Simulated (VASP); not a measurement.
Wanted: the native input for a VASP 6.6.1 run.

| Item | Value |
| --- | --- |
| Task | single point |
| Functional | PBE |
| Potentials or basis | VASP PAW PBE potentials, release 64 (Mn_pv, Zn, As) |
| Cutoff | 520 eV |
| k mesh | 6 × 6 × 4 |
| Occupations | gaussian, width 0.05 eV |
| Spin | collinear spin, antiferromagnetic start |
| Starting moments | [3.99, -3.99, 0.0, 0.0, 0.0] μB |
| Dipole correction | no |
| Further INCAR settings | ALGO = Normal; EDIFF = 1e-06; NBANDS = 36 |

The structure of Mn2ZnAs2 lies in POSCAR:

```
Mn2ZnAs2
1.0
    4.0563122572      0.0000000000      0.0000000000
   -2.0281561286      3.5128694604      0.0000000000
    0.0000000000      0.0000000000      6.7110546156
Mn Zn As
2 1 2
Direct
    0.3333333333      0.6666666667      0.3899676374
    0.6666666667      0.3333333333      0.6100322744
    0.0000000000      0.0000000000      0.0000000638
    0.3333333333      0.6666666667      0.7611221345
    0.6666666667      0.3333333333      0.2388778900
```

These files were run (other wordings do the same):

INCAR

```
SYSTEM = Mn2ZnAs2
PREC = Accurate ; ENCUT = 520
EDIFF = 1E-6 ; ISMEAR = 0
SIGMA = 0.05 ; LREAL = .FALSE.
LASPH = .TRUE. ; NELM = 150
ALGO = Normal ; ISIF = 2
LWAVE = .FALSE. ; LCHARG = .FALSE.
ISPIN = 2 ; MAGMOM = 3.99 -3.99 0 0 0
LORBIT = 11 ; LMAXMIX = 4
GGA = PE ; NBANDS = 36
```

KPOINTS

```
regular mesh
0
G
  6 6 4
  0 0 0
```

Potentials or basis: VASP PAW PBE potentials, release 64 (Mn_pv, Zn, As).

Launch:

```sh
$ cat potpaw_PBE.64/Mn_pv/POTCAR potpaw_PBE.64/Zn/POTCAR potpaw_PBE.64/As/POTCAR > POTCAR
$ mpirun -np 1 vasp_std > vasp.out
```

Results of the run:

| Item | Value |
| --- | --- |
| Pressure | -2.8 GPa |
| Largest force | 0.014 eV/Å |
| Band gap on the k mesh | zero (filled and empty bands overlap) |
| Net moment | 0.00 μB per cell |
| Site moments | Mn +3.54, -3.54; Zn +0.00; As +0.02, -0.02 μB |
| Valence electrons inside the program's atomic spheres | Mn 11.53; Zn 10.56; As 2.80 |

Run time: 81 s on 1 thread of Intel(R) Xeon(R) 6975P-C (Granite Rapids), with other jobs on the host, peak memory 0.3 GiB.
